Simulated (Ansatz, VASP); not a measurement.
**Mg: VASP beside Ansatz**

```
CELL_PARAMETERS angstrom
2.77514 0.00000 0.00000
-1.38757 2.40334 0.00000
0.00000 0.00000 5.15166
ATOMIC_POSITIONS crystal
Mg 0.33333 0.66667 0.25000
Mg 0.66666 0.33333 0.75000
```

Alike in both runs: task single point; functional PBE; k mesh 14 × 14 × 7; occupations gaussian, width 0.2702 eV; no spin polarisation.

```csv
,VASP,Ansatz
version,VASP 6.6.1,Ansatz 0.2.0
potentials or method,"VASP PAW PBE potentials, release 64 (Mg), cutoff 520 eV",PAW plane waves
valence electrons in the cell,4,20
```

```csv
,VASP,Ansatz,Ansatz less VASP
pressure (GPa),20.0,20.0,-0.04
"traceless stress, the component that is largest in VASP (GPa)",-11.68,-11.57,+0.115
```

VASP's potentials hold 4 valence electrons a cell and Ansatz's 20, so a difference there can come from the potentials and not from the codes. Ansatz's warnings: structure snapped to symmetry.
